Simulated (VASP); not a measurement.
Cs2Br3, 10 atoms in the cell. It takes space group R-3c (No. 167, trigonal). The conventional cell has a = 7.746 Å, b = 7.746 Å, c = 21.147 Å, α = 90.00°, β = 90.00°, γ = 120.00°. Cs (site symmetry 3) has 6 Br at 3.02 to 3.21 Å within 4.0 Å. Br (site symmetry 2) has 4 Cs at 3.02 to 3.21 Å and 12 Br at 4.11 to 4.66 Å within 4.7 Å. 

* Program: VASP 6.6.1
* Task: relaxation of cell and atoms
* Functional: PBE
* Potentials or basis: VASP PAW PBE potentials, release 64 (Cs_sv, Br)
* Cutoff: 600 eV
* k mesh: 3 × 3 × 3
* Occupations: gaussian, width 0.1 eV
* Spin: no spin polarisation
* Dipole correction: no
* Further INCAR settings: ALGO = Normal; EDIFF = 1e-06; IBRION = 2; EDIFFG = -0.04; NSW = 90; ISIF = 3

Potentials or basis: VASP PAW PBE potentials, release 64 (Cs_sv, Br).

Run with:

```sh
$ cat potpaw_PBE.64/Cs_sv/POTCAR potpaw_PBE.64/Br/POTCAR > POTCAR
$ mpirun -np 1 vasp_std > vasp.out
```

Hardware: 1 thread of Intel(R) Xeon(R) Platinum 8259CL CPU @ 2.50GHz (Skylake/Cascade Lake), with other jobs on the host.

**Question.** Estimate the wall time of this run.

**Answer.** It took 50 min on 1 thread of Intel(R) Xeon(R) Platinum 8259CL CPU @ 2.50GHz (Skylake/Cascade Lake), on a shared host, peak memory 0.79 GiB. Counts: scf iterations 186, k points 6, ion steps 20.
